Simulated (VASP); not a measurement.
# GaSb (I-4m2) in VASP: notebook

GaSb is run at these levels: PBE; tasks: single point.

All numbers are computed with VASP 6.6.1; they aren't measurements. Logs are shortened: lines on timing, memory, paths and dates and some standing lists are left out, and cuts for length are marked.

### Step 1. The cell of the first run

Symmetry: I-4m2, No. 119, tetragonal system. The conventional cell has a = 5.531 Å, b = 5.531 Å, c = 2.783 Å, α = 90.00°, β = 90.00°, γ = 90.00°. Ga (site symmetry -4m2) has 2 Ga at 2.78 Å and 8 Sb at 2.85 to 3.46 Å within 3.7 Å. Sb (site symmetry -4m2) has 2 Sb at 2.78 Å and 8 Ga at 2.85 to 3.46 Å within 3.7 Å.

### Step 2. Single point, PBE

Input file INCAR:

```
SYSTEM = GaSb
ALGO = Normal ; EDIFF = 1E-6
ENCUT = 520 ; GGA = PE
ISIF = 2 ; ISMEAR = 0
LASPH = .True. ; LCHARG = .False.
LREAL = .False. ; LWAVE = .False.
NBANDS = 16 ; NELM = 100
PREC = Accurate ; SIGMA = 0.15
```

Input file KPOINTS:

```
k-points
0
Gamma
  16 16 16
  0 0 0
```

Input file POSCAR:

```
GaSb
1.0
   -2.7657340133      2.7657340133      1.3913500000
    2.7657340133     -2.7657340133      1.3913500000
    2.7657340133      2.7657340133     -1.3913500000
Ga Sb
1 1
Direct
    0.2500000000      0.7500000000      0.5000000000
    0.0000000000      0.0000000000      0.0000000000
```

Potentials or basis: VASP PAW PBE potentials, release 64 (Ga_d, Sb).

Launch:

```console
$ cat potpaw_PBE.64/Ga_d/POTCAR potpaw_PBE.64/Sb/POTCAR > POTCAR
$ mpirun -np 1 vasp_std > vasp.out
```

OUTCAR:

```text
SYSTEM = GaSb
   EDIFF = 1E-6
   ENCUT = 520
   GGA = PE
   ISIF = 2
   ISMEAR = 0
   LASPH = .True.
   LREAL = .False.
   NELM = 100
   PREC = Accurate

 ion  position               nearest neighbor table
   1  0.250  0.750  0.500-   2 2.85   2 2.85   2 2.85   2 2.85
   2  0.000  0.000  0.000-   1 2.85   1 2.85   1 2.85   1 2.85

  LATTYP: Found a body centered tetragonal cell.
 ALAT       =     5.5314680266
 C/A-ratio  =     0.5030671761

  Lattice vectors:

 A1 = (  -2.7657340133,   2.7657340133,   1.3913500000)
 A2 = (   2.7657340133,  -2.7657340133,   1.3913500000)
 A3 = (   2.7657340133,   2.7657340133,  -1.3913500000)

Analysis of symmetry for initial positions (statically):
=====================================================================
 Subroutine PRICEL returns:
 Original cell was already a primitive cell.

 Routine SETGRP: Setting up the symmetry group for a
 body centered tetragonal supercell.

 Subroutine GETGRP returns: Found  8 space group operations
 (whereof  8 operations were pure point group operations)
 out of a pool of 16 trial point group operations.

The static configuration has the point symmetry D_2d.

Analysis of symmetry for dynamics (positions and initial velocities):
=====================================================================
 Subroutine PRICEL returns:
 Original cell was already a primitive cell.

 Routine SETGRP: Setting up the symmetry group for a
 body centered tetragonal supercell.

 Subroutine GETGRP returns: Found  8 space group operations
 (whereof  8 operations were pure point group operations)
 out of a pool of 16 trial point group operations.

The dynamic configuration has the point symmetry D_2d.

 Subroutine INISYM returns: Found  8 space group operations
 (whereof  8 operations are pure point group operations),
 and found     1 'primitive' translations

----------------------------------------------------------------------------------------

                                     Primitive cell

  volume of cell :      42.5713

  direct lattice vectors                    reciprocal lattice vectors
    -2.765734013  2.765734013  1.391350000     0.000000000  0.180783834  0.359363208
     2.765734013 -2.765734013  1.391350000     0.180783834  0.000000000  0.359363208
     2.765734013  2.765734013 -1.391350000     0.180783834  0.180783834  0.000000000

  length of vectors
     4.151436388  4.151436388  4.151436388     0.402274422  0.402274422  0.255666951

  position of ions in fractional coordinates (direct lattice)
     0.250000000  0.750000000  0.500000000
     0.000000000  0.000000000  0.000000000

  ion indices of the primitive-cell ions
   primitive index   ion index
                 1           1
                 2           2

----------------------------------------------------------------------------------------

 KPOINTS: k-points

Automatic generation of k-mesh.
 Grid dimensions read from file:
 generate k-points for:   16   16   16

 Generating k-lattice:

  Cartesian coordinates                     Fractional coordinates (reciprocal lattice)
     0.000000000  0.011298990  0.022460201     0.062500000  0.000000000  0.000000000
     0.011298990  0.000000000  0.022460201     0.000000000  0.062500000  0.000000000
     0.011298990  0.011298990  0.000000000     0.000000000  0.000000000  0.062500000

  Length of vectors
     0.025142151  0.025142151  0.015979184

  Shift w.r.t. Gamma in fractional coordinates (k-lattice)
     0.000000000  0.000000000  0.000000000

 Subroutine IBZKPT returns following result:
 ===========================================

 Found    349 irreducible k-points:

 Following reciprocal coordinates:
            Coordinates               Weight
  0.000000  0.000000  0.000000      1.000000
  0.062500  0.000000  0.000000      8.000000
  0.125000  0.000000  0.000000      8.000000
  0.187500  0.000000  0.000000      8.000000
  0.250000  0.000000  0.000000      8.000000
  0.312500 -0.000000  0.000000      8.000000
[... 16 lines left out ...]
 -0.125000  0.062500  0.000000     16.000000
 -0.062500  0.062500  0.000000      4.000000
 [... further k-points ...]
   k-points           NKPTS =    349   k-points in BZ     NKDIM =    349   number of bands    NBANDS=     16
   number of dos      NEDOS =    301   number of ions     NIONS =      2
   total plane-waves  NPLWV =  32768
   dimension x,y,z NGX =    32 NGY =   32 NGZ =   32
   dimension x,y,z NGXF=    64 NGYF=   64 NGZF=   64
   ions per type =               1   1
   NGX,Y,Z   is equivalent  to a cutoff of  12.81, 12.81, 12.81 a.u.
   NGXF,Y,Z  is equivalent  to a cutoff of  25.63, 25.63, 25.63 a.u.
 SYSTEM =  GaSb
   PREC   = accura    normal or accurate (medium, high low for compatibility)
   ISTART =      0    job   : 0-new  1-cont  2-samecut
   ICHARG =      2    charge: 1-file 2-atom 10-const
   ISPIN  =      1    spin polarized calculation?
   LNONCOLLINEAR =      F non collinear calculations
   LSORBIT =      F    spin-orbit coupling
   LASPH  =      T    aspherical Exc in radial PAW
   ENCUT  =  520.0 eV  38.22 Ry    6.18 a.u.   7.72  7.72  7.72*2*pi/ulx,y,z
   NELM   =    100;   NELMIN=  2; NELMDL= -5     # of ELM steps
   EDIFF  = 0.1E-05   stopping-criterion for ELM
   LREAL  =      F    real-space projection
   EDIFFG = 0.1E-04   stopping-criterion for IOM
   NSW    =      0    number of steps for IOM
   IBRION =     -1    ionic relax: 0-MD 1-quasi-New 2-CG
   NFREE  =      0    steps in history (QN), initial steepest desc. (CG)
   ISIF   =      2    stress and relaxation
   ISYM   =      2    0-nonsym 1-usesym 2-fastsym
   POTIM  = 0.5000    time-step for ionic-motion
   TEBEG  =    0.0;   TEEND  =   0.0 temperature during run
   PSTRESS=    0.0 pullay stress
   NELECT =      18.0000    total number of electrons
   NUPDOWN=      -1.0000    fix difference up-down
   EMIN   =  10.00;   EMAX   =-10.00  energy-range for DOS
   EFERMI =   0.00;   METHOD = LEGACY
   ISMEAR =     0;   SIGMA  =   0.15  broadening in eV -4-tet -1-fermi 0-gaus
   EFERMI_NEDOS =   21; number of points for ismear=-14 and -15
   IALGO  =     38    algorithm
   IMIX   =      4    mixing-type and parameters
     AMIX     =   0.40;   BMIX     =  1.00
     AMIX_MAG =   1.60;   BMIX_MAG =  1.00
  volume/ion in A,a.u.               =      21.29       143.64
  Fermi-wavevector in a.u.,A,eV,Ry     =   1.228740  2.321982 20.542097  1.509802
  Thomas-Fermi vector in A             =   2.363654
   LORBIT       =      0    0 simple, 1 ext, 2 COOP (PROOUT), +10 PAW based schemes
   GGA     = PE    functional components
   LHFCALC =     F    Hartree Fock is set to
   AEXX    =    0.0000 exact exchange contribution
   IVDW    =     0    specifies the selected vdW correction
   LEPSILON=     F    determine dielectric tensor
   LRPA    =     F    only Hartree local field effects (RPA)
 non-spin polarized calculation
 Gauss-broadening in eV      SIGMA  =   0.15
  energy-cutoff  :      520.00
  volume of cell :       42.57
 maximum number of plane-waves:      1163
   NGX = 15   NGY = 15   NGZ = 15

 number of electron      17.9999990 magnetization

 Free energy of the ion-electron system (eV)
  ---------------------------------------------------
  ext. energy  EPLUGINS =         0.00000000
  ---------------------------------------------------
  free energy    TOTEN  =        -6.71558122 eV

  energy without entropy =       -6.70845035  energy(sigma->0) =       -6.71201579

 E-fermi :   8.0520     XC(G=0): -10.8141

 val. band max:        8.0285125606   @ k =   0.5000   0.2500   0.0000
 cond. band min:       8.0622584039   @ k =  -0.3750  -0.3750   0.0625
 fundamental gap:      0.0337458433
 Fermi energy:         8.0519551374

 k-point     1 :       0.0000    0.0000    0.0000
  band No.  band energies     occupation
      1      -7.0970      2.00000
      2      -6.9142      2.00000
      3      -6.9108      2.00000
      4      -6.8033      2.00000
      5      -6.8033      2.00000
      6      -5.0284      2.00000
[... 8 lines left out ...]
     15      18.5765      0.00000
     16      19.2178      0.00000

 k-point     2 :       0.0625    0.0000    0.0000
  band No.  band energies     occupation
      1      -7.0836      2.00000
      2      -6.9142      2.00000
      3      -6.9092      2.00000
      4      -6.8096      2.00000
      5      -6.8096      2.00000
      6      -4.9320      2.00000
[... 8 lines left out ...]
     15      18.2598      0.00000
     16      19.1542      0.00000

 k-point     3 :       0.1250    0.0000    0.0000
  band No.  band energies     occupation
      1      -7.0454      2.00000
      2      -6.9142      2.00000
      3      -6.9047      2.00000
      4      -6.8279      2.00000
      5      -6.8276      2.00000
      6      -4.6426      2.00000
[... 8 lines left out ...]
     15      18.0937      0.00000
     16      18.4312      0.00000

 k-point     4 :       0.1875    0.0000    0.0000
  band No.  band energies     occupation
      1      -6.9884      2.00000
      2      -6.9143      2.00000
      3      -6.8983      2.00000
      4      -6.8550      2.00000
      5      -6.8540      2.00000
      6      -4.1593      2.00000
[... 8 lines left out ...]
     15      17.2739      0.00000
     16      17.3101      0.00000

 k-point     5 :       0.2500    0.0000    0.0000
  band No.  band energies     occupation
      1      -6.9253      2.00000
      2      -6.9126      2.00000
      3      -6.8956      2.00000
      4      -6.8843      2.00000
      5      -6.8801      2.00000
      6      -3.4830      2.00000
[... 8 lines left out ...]
     15      16.3525      0.00000
     16      17.1928      0.00000

 k-point     6 :       0.3125   -0.0000    0.0000
  band No.  band energies     occupation
      1      -6.9280      2.00000
      2      -6.9199      2.00000
      3      -6.9088      2.00000
      4      -6.8789      2.00000
      5      -6.8493      2.00000
      6      -2.6171      2.00000
[... 8 lines left out ...]
     15      15.6066      0.00000
     16      17.8377      0.00000

 k-point     7 :       0.3750    0.0000    0.0000
  band No.  band energies     occupation
      1      -6.9513      2.00000
      2      -6.9456      2.00000
      3      -6.9111      2.00000
      4      -6.8725      2.00000
      5      -6.7924      2.00000
      6      -1.5723      2.00000
[... 8 lines left out ...]
     15      15.8488      0.00000
     16      18.7646      0.00000

 k-point     8 :       0.4375   -0.0000    0.0000
  band No.  band energies     occupation
      1      -6.9683      2.00000
      2      -6.9629      2.00000
      3      -6.9113      2.00000
      4      -6.8680      2.00000
      5      -6.7539      2.00000
      6      -0.3942      2.00000
[... 8 lines left out ...]
     15      17.4317      0.00000
     16      19.1979      0.00000

 k-point     9 :       0.5000    0.0000    0.0000
  band No.  band energies     occupation
      1      -6.9743      2.00000
      2      -6.9690      2.00000
      3      -6.9113      2.00000
      4      -6.8664      2.00000
      5      -6.7404      2.00000
      6       0.4623      2.00000
[... 8 lines left out ...]
     15      18.2054      0.00000
     16      19.0146      0.00000
[... 172 lines left out ...]
 k-point    19 :      -0.3750    0.0625    0.0000
  band No.  band energies     occupation
      1      -6.9311      2.00000
      2      -6.9203      2.00000
      3      -6.9099      2.00000
      4      -6.8769      2.00000
      5      -6.8471      2.00000
      6      -2.4269      2.00000
[... 8 lines left out ...]
     15      16.1858      0.00000
     16      17.6603      0.00000

 k-point    20 :      -0.3125    0.0625   -0.0000
  band No.  band energies     occupation
      1      -6.9268      2.00000
      2      -6.9140      2.00000
      3      -6.8957      2.00000
      4      -6.8839      2.00000
      5      -6.8779      2.00000
      6      -3.3201      2.00000
[... 8 lines left out ...]
     15      16.8217      0.00000
     16      17.1541      0.00000

 k-point    21 :      -0.2500    0.0625    0.0000
  band No.  band energies     occupation
      1      -6.9868      2.00000
      2      -6.9181      2.00000
      3      -6.8968      2.00000
      4      -6.8553      2.00000
      5      -6.8534      2.00000
      6      -4.0271      2.00000
[... 8 lines left out ...]
     15      17.2455      0.00000
     16      17.8980      0.00000

 k-point    22 :      -0.1875    0.0625    0.0000
  band No.  band energies     occupation
      1      -7.0440      2.00000
      2      -6.9173      2.00000
      3      -6.9032      2.00000
      4      -6.8281      2.00000
      5      -6.8272      2.00000
      6      -4.5428      2.00000
[... 8 lines left out ...]
     15      18.3346      0.00000
     16      18.8201      0.00000

 k-point    23 :      -0.1250    0.0625    0.0000
  band No.  band energies     occupation
      1      -7.0827      2.00000
      2      -6.9163      2.00000
      3      -6.9080      2.00000
      4      -6.8098      2.00000
      5      -6.8092      2.00000
      6      -4.8655      2.00000
[... 8 lines left out ...]
     15      18.4771      0.00000
     16      19.5984      0.00000

 k-point    24 :      -0.0625    0.0625    0.0000
  band No.  band energies     occupation
      1      -7.0965      2.00000
      2      -6.9152      2.00000
      3      -6.9102      2.00000
      4      -6.8033      2.00000
      5      -6.8030      2.00000
      6      -4.9951      2.00000
[... 8 lines left out ...]
     15      18.7874      0.00000
     16      19.1400      0.00000

 [... further k-points ...]

------------------------ aborting loop because EDIFF is reached ----------------------------------------

  FORCE on cell =-STRESS in cart. coord.  units (eV):
  Direction    XX          YY          ZZ          XY          YZ          ZX
  --------------------------------------------------------------------------------------
  -------------------------------------------------------------------------------------
  Total        1.3997959      1.3997959      5.3737468      0.0000000     -0.0000000      0.0000000
  in kB       52.6814962     52.6814962    202.2416408      0.0000000     -0.0000000      0.0000000
  external PRESSURE =     102.5348777 kB  Pullay stress =       0.0000000 kB

 VOLUME and BASIS-vectors are now :
 -----------------------------------------------------------------------------
  energy-cutoff  :      520.00
  volume of cell :       42.57
      direct lattice vectors                 reciprocal lattice vectors
    -2.765734013  2.765734013  1.391350000     0.000000000  0.180783834  0.359363208
     2.765734013 -2.765734013  1.391350000     0.180783834  0.000000000  0.359363208
     2.765734013  2.765734013 -1.391350000     0.180783834  0.180783834  0.000000000

 POSITION                                       TOTAL-FORCE (eV/Angst)
 -----------------------------------------------------------------------------------
      2.76573     -0.00000      0.69568        -0.000000      0.000000     -0.000000
      0.00000      0.00000      0.00000         0.000000     -0.000000      0.000000
 -----------------------------------------------------------------------------------
    total drift:                                0.000000     -0.000000     -0.000000

  FREE ENERGIE OF THE ION-ELECTRON SYSTEM (eV)
  ---------------------------------------------------
  free  energy   TOTEN  =        -6.7155812244 eV

  energy  without entropy=       -6.7084503499  energy(sigma->0) =       -6.71201579
```

Wall time 3.5 min (1 thread of Intel Xeon 8259CL, shared host); peak memory 0.37 GiB.

What came out:

```yaml
Free_energy: -6.7156 eV
Pressure: 10.3 GPa
Band_gap_on_the_k_mesh: zero (bands 9 and 10 overlap by 4.43 eV)
```

Caveat: the cell stands under pressure; spin-orbit coupling is left out, which moves the levels of the heavy elements.

### Step 3. Single point, PBE

This run uses another cell than the first one, of 21.47 Å³/atom.

Input file INCAR:

```
SYSTEM = GaSb
PREC = Accurate
ENCUT = 520
EDIFF = 1E-6
ISMEAR = 0
SIGMA = 0.15
LREAL = .FALSE.
LASPH = .TRUE.
NELM = 60
ALGO = Normal
ISIF = 2
LWAVE = .FALSE.
LCHARG = .FALSE.
GGA = PE
NBANDS = 16
```

Input file KPOINTS:

```
Automatic mesh
0
G
  16 16 16
  0 0 0
```

Input file POSCAR:

```
GaSb
1.0
   -2.6274500000      2.6274500000      1.5547500000
    2.6274500000     -2.6274500000      1.5547500000
    2.6274500000      2.6274500000     -1.5547500000
Ga Sb
1 1
Direct
    0.2500000000      0.7500000000      0.5000000000
    0.0000000000      0.0000000000      0.0000000000
```

Potentials or basis: VASP PAW PBE potentials, release 64 (Ga_d, Sb).

Launch:

```console
$ cat potpaw_PBE.64/Ga_d/POTCAR potpaw_PBE.64/Sb/POTCAR > POTCAR
$ mpirun -np 1 vasp_std > vasp.out
```

It took 4.6 min on 1 thread of Intel Xeon 8259CL, shared host; peak memory 0.37 GiB.

It converged, with:

```
Free energy            : -6.8543 eV
Pressure               : 8.5 GPa
Band gap on the k mesh : zero (bands 9 and 10 overlap by 5.63 eV)
```

Stress tensor (GPa, compression positive):
```
9.79 0.00 0.00
0.00 9.79 0.00
0.00 0.00 5.95
```

Levels at points of the mesh, in eV from the Fermi level:
```tsv
k point	band 7	band 8	band 9	band 10	band 11	band 12
(0.00, 0.00, 0.00)	-2.32	-2.08	-2.08	3.28	5.37	7.75
(0.50, 0.00, 0.00)	-6.30	-2.47	-1.87	-1.31	2.16	3.62
(0.50, 0.50, 0.00)	-8.79	0.12	1.81	2.70	2.74	4.71
(0.50, 0.50, 0.50)	-6.20	-5.69	-5.69	3.29	4.66	11.90
```

Caveat: the cell stands under pressure; spin-orbit coupling is left out, which moves the levels of the heavy elements.
